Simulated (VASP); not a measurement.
# ZnS (P6_3mc) in VASP: notebook

Aim: see how the results for ZnS move with the level of theory and the settings. Levels: PBEsol, r2SCAN, PBE-based screened hybrid with 75 % exact exchange. Tasks: single point.

All numbers are computed with VASP 6.6.1; they aren't measurements. Logs are shortened: lines on timing, memory, paths and dates and some standing lists are left out, and cuts for length are marked.

## 1. The cell of the first run

Symmetry: P6_3mc, No. 186, hexagonal system. Conventional cell: a = 3.805 Å, b = 3.805 Å, c = 6.244 Å, α = 90.00°, β = 90.00°, γ = 120.00°. Zn (site symmetry 3m) has 4 S at 2.33 to 2.34 Å within 3.1 Å. S (site symmetry 3m) has 4 Zn at 2.33 to 2.34 Å within 3.1 Å.

## 2. Single point, PBEsol

INCAR

```
SYSTEM = ZnS
PREC = Accurate
ENCUT = 520
EDIFF = 1E-6
ISMEAR = 0
SIGMA = 0.01
LREAL = .FALSE.
LASPH = .TRUE.
NELM = 60
ALGO = Normal
ISIF = 2
LWAVE = .FALSE.
LCHARG = .FALSE.
GGA = PS
NBANDS = 26
```

KPOINTS

```
Automatic mesh
0
G
  6 6 4
  0 0 0
```

POSCAR

```
ZnS
1.0
    3.8054508206      0.0000000000      0.0000000000
   -1.9027254103      3.2956170835      0.0000000000
    0.0000000000      0.0000000000      6.2439930788
Zn S
2 2
Direct
    0.3333333333      0.6666666667      0.0003381272
    0.6666666667      0.3333333333      0.5003381272
    0.3333333333      0.6666666667      0.3746618728
    0.6666666667      0.3333333333      0.8746618728
```

Potentials or basis: VASP PAW PBE potentials, release 64 (Zn, S).

Command:

```console
$ cat potpaw_PBE.64/Zn/POTCAR potpaw_PBE.64/S/POTCAR > POTCAR
$ mpirun -np 1 vasp_std > vasp.out
```

OUTCAR:

```text
SYSTEM = ZnS
   PREC = Accurate
   ENCUT = 520
   EDIFF = 1E-6
   ISMEAR = 0
   LREAL = .FALSE.
   LASPH = .TRUE.
   NELM = 60
   ISIF = 2
   GGA = PS

 ion  position               nearest neighbor table
   1  0.333  0.667  0.000-   4 2.33   4 2.33   4 2.33   3 2.34
   2  0.667  0.333  0.500-   3 2.33   3 2.33   3 2.33   4 2.34
   3  0.333  0.667  0.375-   2 2.33   2 2.33   2 2.33   1 2.34
   4  0.667  0.333  0.875-   1 2.33   1 2.33   1 2.33   2 2.34

  LATTYP: Found a hexagonal cell.
 ALAT       =     3.8054508206
 C/A-ratio  =     1.6408024629

  Lattice vectors:

 A1 = (   3.8054508206,   0.0000000000,   0.0000000000)
 A2 = (  -1.9027254103,   3.2956170835,   0.0000000000)
 A3 = (   0.0000000000,   0.0000000000,   6.2439930788)

Analysis of symmetry for initial positions (statically):
=====================================================================
 Subroutine PRICEL returns:
 Original cell was already a primitive cell.

 Routine SETGRP: Setting up the symmetry group for a
 hexagonal supercell.

 Subroutine GETGRP returns: Found 12 space group operations
 (whereof  6 operations were pure point group operations)
 out of a pool of 24 trial point group operations.

The static configuration has the point symmetry C_3v.
 The point group associated with its full space group is C_6v.

Analysis of symmetry for dynamics (positions and initial velocities):
=====================================================================
 Subroutine PRICEL returns:
 Original cell was already a primitive cell.

 Routine SETGRP: Setting up the symmetry group for a
 hexagonal supercell.

 Subroutine GETGRP returns: Found 12 space group operations
 (whereof  6 operations were pure point group operations)
 out of a pool of 24 trial point group operations.

The dynamic configuration has the point symmetry C_3v.
 The point group associated with its full space group is C_6v.

 Subroutine INISYM returns: Found 12 space group operations
 (whereof  6 operations are pure point group operations),
 and found     1 'primitive' translations

----------------------------------------------------------------------------------------

                                     Primitive cell

  volume of cell :      78.3078

  direct lattice vectors                    reciprocal lattice vectors
     3.805450821  0.000000000  0.000000000     0.262780955  0.151716655  0.000000000
    -1.902725410  3.295617083  0.000000000     0.000000000  0.303433310  0.000000000
     0.000000000  0.000000000  6.243993079     0.000000000  0.000000000  0.160153925

  length of vectors
     3.805450821  3.805450821  6.243993079     0.303433310  0.303433310  0.160153925

  position of ions in fractional coordinates (direct lattice)
     0.333333333  0.666666667  0.000338127
     0.666666667  0.333333333  0.500338127
     0.333333333  0.666666667  0.374661873
     0.666666667  0.333333333  0.874661873

  ion indices of the primitive-cell ions
   primitive index   ion index
                 1           1
                 2           2
                 3           3
                 4           4

----------------------------------------------------------------------------------------

 KPOINTS: Automatic mesh

Automatic generation of k-mesh.
 Grid dimensions read from file:
 generate k-points for:    6    6    4

 Generating k-lattice:

  Cartesian coordinates                     Fractional coordinates (reciprocal lattice)
     0.043796826  0.025286109  0.000000000     0.166666667  0.000000000  0.000000000
     0.000000000  0.050572218  0.000000000     0.000000000  0.166666667  0.000000000
     0.000000000  0.000000000  0.040038481     0.000000000  0.000000000  0.250000000

  Length of vectors
     0.050572218  0.050572218  0.040038481

  Shift w.r.t. Gamma in fractional coordinates (k-lattice)
     0.000000000  0.000000000  0.000000000

 Subroutine IBZKPT returns following result:
 ===========================================

 Found     21 irreducible k-points:

 Following reciprocal coordinates:
            Coordinates               Weight
  0.000000  0.000000  0.000000      1.000000
  0.166667  0.000000  0.000000      6.000000
  0.333333  0.000000  0.000000      6.000000
  0.500000  0.000000  0.000000      3.000000
  0.166667  0.166667  0.000000      6.000000
  0.333333  0.166667  0.000000     12.000000
[... 13 lines left out ...]
  0.333333  0.166667  0.500000     12.000000
  0.333333  0.333333  0.500000      2.000000
   k-points           NKPTS =     21   k-points in BZ     NKDIM =     21   number of bands    NBANDS=     26
   number of dos      NEDOS =    301   number of ions     NIONS =      4
   total plane-waves  NPLWV =  37632
   dimension x,y,z NGX =    28 NGY =   28 NGZ =   48
   dimension x,y,z NGXF=    56 NGYF=   56 NGZF=   96
   ions per type =               2   2
   NGX,Y,Z   is equivalent  to a cutoff of  12.23, 12.23, 12.78 a.u.
   NGXF,Y,Z  is equivalent  to a cutoff of  24.46, 24.46, 25.56 a.u.
 SYSTEM =  ZnS
   PREC   = accura    normal or accurate (medium, high low for compatibility)
   ISTART =      0    job   : 0-new  1-cont  2-samecut
   ICHARG =      2    charge: 1-file 2-atom 10-const
   ISPIN  =      1    spin polarized calculation?
   LNONCOLLINEAR =      F non collinear calculations
   LSORBIT =      F    spin-orbit coupling
   LASPH  =      T    aspherical Exc in radial PAW
   ENCUT  =  520.0 eV  38.22 Ry    6.18 a.u.   7.08  7.08 11.61*2*pi/ulx,y,z
   NELM   =     60;   NELMIN=  2; NELMDL= -5     # of ELM steps
   EDIFF  = 0.1E-05   stopping-criterion for ELM
   LREAL  =      F    real-space projection
   EDIFFG = 0.1E-04   stopping-criterion for IOM
   NSW    =      0    number of steps for IOM
   IBRION =     -1    ionic relax: 0-MD 1-quasi-New 2-CG
   NFREE  =      0    steps in history (QN), initial steepest desc. (CG)
   ISIF   =      2    stress and relaxation
   ISYM   =      2    0-nonsym 1-usesym 2-fastsym
   POTIM  = 0.5000    time-step for ionic-motion
   TEBEG  =    0.0;   TEEND  =   0.0 temperature during run
   PSTRESS=    0.0 pullay stress
   NELECT =      36.0000    total number of electrons
   NUPDOWN=      -1.0000    fix difference up-down
   EMIN   =  10.00;   EMAX   =-10.00  energy-range for DOS
   EFERMI =   0.00;   METHOD = LEGACY
   ISMEAR =     0;   SIGMA  =   0.01  broadening in eV -4-tet -1-fermi 0-gaus
   EFERMI_NEDOS =   21; number of points for ismear=-14 and -15
   IALGO  =     38    algorithm
   IMIX   =      4    mixing-type and parameters
     AMIX     =   0.40;   BMIX     =  1.00
     AMIX_MAG =   1.60;   BMIX_MAG =  1.00
  volume/ion in A,a.u.               =      19.58       132.11
  Fermi-wavevector in a.u.,A,eV,Ry     =   1.263496  2.387661 21.720645  1.596422
  Thomas-Fermi vector in A             =   2.396850
   LORBIT       =      0    0 simple, 1 ext, 2 COOP (PROOUT), +10 PAW based schemes
   GGA     = PS    functional components
   LHFCALC =     F    Hartree Fock is set to
   AEXX    =    0.0000 exact exchange contribution
   IVDW    =     0    specifies the selected vdW correction
   LEPSILON=     F    determine dielectric tensor
   LRPA    =     F    only Hartree local field effects (RPA)
 non-spin polarized calculation
 Gauss-broadening in eV      SIGMA  =   0.01
  energy-cutoff  :      520.00
  volume of cell :       78.31
 maximum number of plane-waves:      2130
   NGX = 15   NGY = 15   NGZ = 23

 number of electron      35.9999978 magnetization

 Free energy of the ion-electron system (eV)
  ---------------------------------------------------
  ext. energy  EPLUGINS =         0.00000000
  ---------------------------------------------------
  free energy    TOTEN  =       -15.15966571 eV

  energy without entropy =      -15.15966571  energy(sigma->0) =      -15.15966571

 E-fermi :   2.1816     XC(G=0):  -9.8777

 val. band max:        2.1062994026   @ k =   0.0000   0.0000   0.0000
 cond. band min:       4.1868194232   @ k =   0.0000   0.0000   0.0000
 fundamental gap:      2.0805200206
 Fermi energy:         2.1815861193

 k-point     1 :       0.0000    0.0000    0.0000
  band No.  band energies     occupation
      1     -11.1296      2.00000
      2     -10.1669      2.00000
      3      -4.3050      2.00000
      4      -4.2902      2.00000
      5      -4.2902      2.00000
      6      -4.2076      2.00000
[... 18 lines left out ...]
     25       9.7242      0.00000
     26      11.2191      0.00000

 k-point     2 :       0.1667    0.0000    0.0000
  band No.  band energies     occupation
      1     -10.9424      2.00000
      2     -10.0650      2.00000
      3      -4.3071      2.00000
      4      -4.2674      2.00000
      5      -4.2556      2.00000
      6      -4.1849      2.00000
[... 18 lines left out ...]
     25      10.2444      0.00000
     26      10.5389      0.00000

 k-point     3 :       0.3333    0.0000    0.0000
  band No.  band energies     occupation
      1     -10.4915      2.00000
      2      -9.8826      2.00000
      3      -4.3023      2.00000
      4      -4.2100      2.00000
      5      -4.2025      2.00000
      6      -4.0590      2.00000
[... 18 lines left out ...]
     25      10.6558      0.00000
     26      11.7264      0.00000

 k-point     4 :       0.5000    0.0000    0.0000
  band No.  band energies     occupation
      1     -10.1787      2.00000
      2      -9.8452      2.00000
      3      -4.2863      2.00000
      4      -4.1862      2.00000
      5      -4.0744      2.00000
      6      -4.0462      2.00000
[... 18 lines left out ...]
     25      11.0349      0.00000
     26      13.4638      0.00000

 k-point     5 :       0.1667    0.1667    0.0000
  band No.  band energies     occupation
      1     -10.6195      2.00000
      2      -9.9222      2.00000
      3      -4.2692      2.00000
      4      -4.2446      2.00000
      5      -4.2112      2.00000
      6      -4.1338      2.00000
[... 18 lines left out ...]
     25      10.5755      0.00000
     26      10.9360      0.00000

 k-point     6 :       0.3333    0.1667    0.0000
  band No.  band energies     occupation
      1     -10.1937      2.00000
      2      -9.8376      2.00000
      3      -4.2659      2.00000
      4      -4.1732      2.00000
      5      -4.0787      2.00000
      6      -4.0163      2.00000
[... 340 lines left out ...]
 k-point    18 :       0.5000    0.0000    0.5000
  band No.  band energies     occupation
      1     -10.0022      2.00000
      2     -10.0022      2.00000
      3      -4.3025      2.00000
      4      -4.3025      2.00000
      5      -4.0887      2.00000
      6      -4.0887      2.00000
[... 18 lines left out ...]
     25      11.1891      0.00000
     26      11.1891      0.00000

 k-point    19 :       0.1667    0.1667    0.5000
  band No.  band energies     occupation
      1     -10.2857      2.00000
      2     -10.2857      2.00000
      3      -4.2906      2.00000
      4      -4.2906      2.00000
      5      -4.1699      2.00000
      6      -4.1699      2.00000
[... 18 lines left out ...]
     25      10.3982      0.00000
     26      10.3982      0.00000

 k-point    20 :       0.3333    0.1667    0.5000
  band No.  band energies     occupation
      1     -10.0071      2.00000
      2     -10.0071      2.00000
      3      -4.2493      2.00000
      4      -4.2493      2.00000
      5      -4.1017      2.00000
      6      -4.1017      2.00000
[... 18 lines left out ...]
     25      11.1142      0.00000
     26      11.1142      0.00000

 k-point    21 :       0.3333    0.3333    0.5000
  band No.  band energies     occupation
      1      -9.9115      2.00000
      2      -9.9115      2.00000
      3      -4.1724      2.00000
      4      -4.1724      2.00000
      5      -4.1315      2.00000
      6      -4.1315      2.00000
[... 18 lines left out ...]
     25      11.7330      0.00000
     26      11.7330      0.00000

------------------------ aborting loop because EDIFF is reached ----------------------------------------

  FORCE on cell =-STRESS in cart. coord.  units (eV):
  Direction    XX          YY          ZZ          XY          YZ          ZX
  --------------------------------------------------------------------------------------
  -------------------------------------------------------------------------------------
  Total       -0.5638619     -0.5638619     -0.5921933      0.0000000      0.0000000      0.0000000
  in kB      -11.5366062    -11.5366062    -12.1162659      0.0000000      0.0000000      0.0000000
  external PRESSURE =     -11.7298261 kB  Pullay stress =       0.0000000 kB

 VOLUME and BASIS-vectors are now :
 -----------------------------------------------------------------------------
  energy-cutoff  :      520.00
  volume of cell :       78.31
      direct lattice vectors                 reciprocal lattice vectors
     3.805450821  0.000000000  0.000000000     0.262780955  0.151716655  0.000000000
    -1.902725410  3.295617083  0.000000000     0.000000000  0.303433310  0.000000000
     0.000000000  0.000000000  6.243993079     0.000000000  0.000000000  0.160153925

 POSITION                                       TOTAL-FORCE (eV/Angst)
 -----------------------------------------------------------------------------------
     -0.00000      2.19708      0.00211        -0.000000      0.000000      0.001144
      1.90273      1.09854      3.12411         0.000000     -0.000000      0.001144
     -0.00000      2.19708      2.33939         0.000000      0.000000     -0.001144
      1.90273      1.09854      5.46138        -0.000000     -0.000000     -0.001144
 -----------------------------------------------------------------------------------
    total drift:                               -0.000001     -0.000001     -0.000502

  FREE ENERGIE OF THE ION-ELECTRON SYSTEM (eV)
  ---------------------------------------------------
  free  energy   TOTEN  =       -15.1596657103 eV

  energy  without entropy=      -15.1596657103  energy(sigma->0) =      -15.15966571
```

Run time: 56 s. Hardware: 1 thread of Intel Xeon 8259CL, shared host; peak memory 0.2 GiB.

Results:

* Free energy: -15.1597 eV
* Pressure: -1.2 GPa
* Band gap on the k mesh: 2.08 eV

Levels at points of the mesh, in eV from the valence-band top:
| k point | band 15 | band 16 | band 17 | band 18 | band 19 | band 20 | band 21 | band 22 |
| --- | --- | --- | --- | --- | --- | --- | --- | --- |
| (0.00, 0.00, 0.00) | -0.91 | -0.08 | 0.00 | 0.00 | 2.08 | 2.99 | 6.22 | 6.22 |
| (0.50, 0.00, 0.00) | -3.34 | -2.28 | -1.74 | -0.90 | 3.53 | 4.16 | 4.98 | 6.82 |
| (0.00, 0.00, 0.50) | -0.48 | -0.48 | -0.48 | -0.48 | 3.45 | 3.45 | 6.68 | 6.68 |
| (0.50, 0.00, 0.50) | -1.67 | -1.67 | -1.65 | -1.65 | 3.41 | 3.41 | 5.11 | 5.11 |

Caveat: the PAW data sets were made with another functional, which shifts forces and pressure a little.

## 3. Single point, r2SCAN

POSCAR is that of step 2.

INCAR.step1

```
PREC     = Accurate       # precision mode
ENCUT    = 520            # plane-wave cutoff, eV
ISMEAR   = 0              # smearing method
SIGMA    = 0.01           # smearing width, eV
LREAL    = False          # projectors in reciprocal space
LASPH    = True           # aspherical terms in the spheres
NELM     = 60             # most SCF steps
NBANDS   = 26             # bands
GGA      = PE             # functional
ALGO     = Normal         # electronic algorithm
EDIFF    = 1E-4           # SCF threshold, eV
LWAVE    = True           # write WAVECAR
LCHARG   = False          # write CHGCAR
```

INCAR.step2

```
PREC     = Accurate       # precision mode
ENCUT    = 520            # plane-wave cutoff, eV
EDIFF    = 1E-7           # SCF threshold, eV
ISMEAR   = 0              # smearing method
SIGMA    = 0.01           # smearing width, eV
LREAL    = False          # projectors in reciprocal space
LASPH    = True           # aspherical terms in the spheres
NELM     = 60             # most SCF steps
ALGO     = Normal         # electronic algorithm
ISIF     = 2              # what is computed and relaxed
LWAVE    = False          # write WAVECAR
LCHARG   = True           # write CHGCAR
METAGGA  = R2SCAN         # meta-GGA
LMIXTAU  = True         
LELF     = True           # ELF
LVHAR    = True         
NBANDS   = 26             # bands
ISTART   = 1
```

KPOINTS

```
regular mesh
0
Gamma
  6 6 4
```

Potentials or basis: VASP PAW PBE potentials, release 64 (Zn, S).

Command:

```console
$ cat potpaw_PBE.64/Zn/POTCAR potpaw_PBE.64/S/POTCAR > POTCAR
$ cp INCAR.step1 INCAR
$ mpirun -np 1 vasp_std > vasp.out
$ cp INCAR.step2 INCAR
$ mpirun -np 1 vasp_std > vasp.out
```

Wall time 3.7 min (1 thread of Intel Xeon 8259CL, shared host); peak memory 0.21 GiB.

It converged, with:

| Item | Value |
| --- | --- |
| Free energy | -37.7212 eV |
| Pressure | 0.1 GPa |
| Band gap on the k mesh | 2.79 eV |

Levels at points of the mesh, in eV from the valence-band top:
```
           k point  band 16  band 17  band 18  band 19  band 20  band 21
(0.00, 0.00, 0.00)    -0.08     0.00     0.00     2.79     3.62     6.80
(0.50, 0.00, 0.00)    -2.31    -1.73    -0.91     4.04     4.78     5.45
(0.00, 0.00, 0.50)    -0.48    -0.48    -0.48     4.11     4.11     7.26
(0.50, 0.00, 0.50)    -1.68    -1.66    -1.66     3.96     3.96     5.66
```

Caveat: the PAW data sets were made with another functional, which shifts forces and pressure a little.

## 4. Single point, PBE-based screened hybrid with 75 % exact exchange

POSCAR is that of step 3.

INCAR.step1

```
ALGO = Normal ; EDIFF = 1E-5
ENCUT = 520 ; GGA = PE
ISIF = 2 ; ISMEAR = 0
LASPH = T ; LCHARG = F
LREAL = F ; LWAVE = T
NBANDS = 26 ; NELM = 100
PREC = Accurate ; SIGMA = 0.01
```

INCAR.step2

```
AEXX = 0.75 ; ALGO = Normal
EDIFF = 1E-6 ; ENCUT = 520
GGA = PE ; HFSCREEN = 0.1
ISIF = 2 ; ISMEAR = 0
ISTART = 1 ; LASPH = T
LCHARG = F ; LHFCALC = T
LREAL = F ; LWAVE = F
NBANDS = 26 ; NELM = 100
PREC = Accurate ; PRECFOCK = Normal
SIGMA = 0.01
```

KPOINTS

```
k-points
0
Gamma
  6 6 2
```

Command:

```console
$ cat potpaw_PBE.64/Zn/POTCAR potpaw_PBE.64/S/POTCAR > POTCAR
$ cp INCAR.step1 INCAR
$ mpirun -np 1 vasp_std > vasp.out
$ cp INCAR.step2 INCAR
$ mpirun -np 1 vasp_std > vasp.out
```

Run time: 2 h. Hardware: 1 thread of Intel Xeon 8259CL, shared host; peak memory 0.33 GiB.

Results (log left out):

| Property | Result |
| --- | --- |
| Free energy | -25.6558 eV |
| Pressure | 0.1 GPa |
| Largest force | 0.012 eV/Å |
| Band gap on the k mesh | 7.05 eV |

Forces in eV/Å, atoms in the order of the input:
```
Zn   0.000  0.000 -0.012
Zn   0.000  0.000 -0.012
S    0.000  0.000  0.012
S    0.000  0.000  0.012
```

Stress tensor (GPa, compression positive):
```
 0.31  0.00  0.00
 0.00  0.31  0.00
 0.00  0.00 -0.23
```

Levels at points of the mesh, in eV from the valence-band top:
```
           k point  band 14  band 15  band 16  band 17  band 18  band 19  band 20  band 21  band 22  band 23
(0.00, 0.00, 0.00)    -1.07    -1.07    -0.13     0.00     0.00     7.05     7.96    11.31    11.31    11.62
(0.50, 0.00, 0.00)    -4.96    -3.92    -2.65    -2.01    -1.06     8.11     9.25     9.42    11.81    13.02
(0.00, 0.00, 0.50)    -3.51    -0.56    -0.56    -0.56    -0.56     8.51     8.51    11.76    11.76    11.76
(0.50, 0.00, 0.50)    -6.01    -1.95    -1.95    -1.92    -1.92     8.05     8.05     9.94     9.94    14.17
```

Caveat: the k points lie up to 0.50 Å⁻¹ apart; the PAW data sets were made with another functional, which shifts forces and pressure a little.

## 5. Summary

```csv
level,k mesh,grid for exact exchange (PRECFOCK),share of exact exchange,screening parameter,gap on the mesh (eV),pressure (GPa)
PBEsol,6 × 6 × 4,-,-,-,2.08,-1.2
r2SCAN,6 × 6 × 4,-,-,-,2.79,0.1
PBE-based screened hybrid with 75 % exact exchange,6 × 6 × 2,Normal,0.75,0.1 1/Å,7.05,0.1
```

Alike in all rows: task single point; potentials or basis VASP PAW PBE potentials, release 64 (Zn, S); no spin polarisation; cell as given; cutoff (eV) 520; smearing gaussian 0.01 eV.

Caveats: some runs use coarse meshes; the PAW data sets were made with another functional, which shifts forces and pressure a little.

Absolute energies hang on the potentials; compare differences alone.
